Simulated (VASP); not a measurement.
Input of a VASP 6.6.1 run:

File POSCAR:

```
Yb
1.0
    0.0000000000      2.6002200056      2.6002200056
    2.6002200056      0.0000000000      2.6002200056
    2.6002200056      2.6002200056      0.0000000000
Yb
1
Direct
    0.0000000000      0.0000000000      0.0000000000
```

Contents of INCAR.step1:

```
PREC     = Accurate       # precision mode
ENCUT    = 520            # plane-wave cutoff, eV
ISMEAR   = 0              # smearing method
SIGMA    = 0.1            # smearing width, eV
LREAL    = F              # projectors in reciprocal space
LASPH    = T              # aspherical terms in the spheres
NELM     = 60             # most SCF steps
NBANDS   = 18             # bands
GGA      = PE             # functional
ALGO     = Normal         # electronic algorithm
EDIFF    = 1E-4           # SCF threshold, eV
LWAVE    = T              # write WAVECAR
LCHARG   = F              # write CHGCAR
```

The input INCAR.step2:

```
PREC     = Accurate       # precision mode
ENCUT    = 520            # plane-wave cutoff, eV
EDIFF    = 1E-6           # SCF threshold, eV
ISMEAR   = 0              # smearing method
SIGMA    = 0.1            # smearing width, eV
LREAL    = F              # projectors in reciprocal space
LASPH    = T              # aspherical terms in the spheres
NELM     = 60             # most SCF steps
ALGO     = Normal         # electronic algorithm
ISIF     = 2              # what is computed and relaxed
LWAVE    = F              # write WAVECAR
LCHARG   = F              # write CHGCAR
METAGGA  = R2SCAN         # meta-GGA
LMIXTAU  = T            
NBANDS   = 18             # bands
ISTART   = 1
```

KPOINTS

```
regular mesh
0
Gamma
  14 14 14
```

Potentials or basis: VASP PAW PBE potentials, release 64 (Yb).

The run is started by

```console
$ cat potpaw_PBE.64/Yb/POTCAR > POTCAR
$ cp INCAR.step1 INCAR
$ mpirun -np 1 vasp_std > vasp.out
$ cp INCAR.step2 INCAR
$ mpirun -np 1 vasp_std > vasp.out
```

(1) Predict the pressure.

## Answers

(1) -0.1 GPa.

Caveat: the PAW data sets were made with another functional, which shifts forces and pressure a little.
